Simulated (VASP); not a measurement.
Wanted: the native input for a VASP 6.6.1 run.

| Item | Value |
| --- | --- |
| Task | relaxation of the atoms |
| Functional | PBE |
| Potentials or basis | VASP PAW PBE potentials, release 64 (Si, C) |
| Cutoff | 520 eV |
| k mesh | 2 × 2 × 2 |
| Occupations | gaussian, width 0.01 eV |
| Spin | no spin polarisation |
| Dipole correction | no |
| Further INCAR settings | LREAL = Auto; ALGO = Normal; EDIFF = 1e-06; IBRION = 2; EDIFFG = -0.025; NSW = 65 |

The structure of Si8C7 (a cell with a defect) lies in POSCAR:

```
Si8C7
1.0
    0.0000000000      0.0000000000     -5.0742922873
    3.0919365181     -5.3553911431      0.0000000000
   -6.1838730361      0.0000000000      0.0000000000
Si C
8 7
Direct
    0.5004182929      0.1666666667      0.3333333333
    0.5004182929      0.6666666667      0.3333333333
    0.5004182929      0.1666666667      0.8333333333
    0.5004182929      0.6666666667      0.8333333333
    0.0004182929      0.3333333333      0.1666666667
    0.0004182929      0.8333333333      0.1666666667
    0.0004182929      0.3333333333      0.6666666667
    0.0004182929      0.8333333333      0.6666666667
    0.1245817071      0.6666666667      0.3333333333
    0.1245817071      0.1666666667      0.8333333333
    0.1245817071      0.6666666667      0.8333333333
    0.6245817071      0.3333333333      0.1666666667
    0.6245817071      0.8333333333      0.1666666667
    0.6245817071      0.3333333333      0.6666666667
    0.6245817071      0.8333333333      0.6666666667
```

This cell differs from its parent crystal: atoms taken out.

These files were run (other wordings do the same):

INCAR

```
ALGO = Normal ; EDIFF = 1E-6
EDIFFG = -0.025 ; ENCUT = 520
GGA = PE ; IBRION = 2
ISIF = 2 ; ISMEAR = 0
LASPH = True ; LCHARG = False
LREAL = Auto ; LWAVE = False
NELM = 100 ; NSW = 65
PREC = Accurate ; SIGMA = 0.01
```

KPOINTS

```
k-points
0
Gamma
  2 2 2
```

Potentials or basis: VASP PAW PBE potentials, release 64 (Si, C).

The run is started by

```console
$ cat potpaw_PBE.64/Si/POTCAR potpaw_PBE.64/C/POTCAR > POTCAR
$ mpirun -np 1 vasp_std > vasp.out
```

Results of the run:

```json
{"Energy gained by relaxing": "1.7 meV/atom", "Ionic steps": "8", "Pressure after relaxing": "-0.7 GPa", "Largest force after relaxing": "0.022 eV/Å", "Band gap on the k mesh": "zero (bands 30 and 31 overlap by 0.41 eV)"}
```

Caveat: the k points lie up to 0.62 Å⁻¹ apart; the cell differs from its parent crystal (atoms taken out).

Run time: 6.2 min on 1 thread of Intel Xeon 8259CL, on a shared host, peak memory 0.29 GiB.
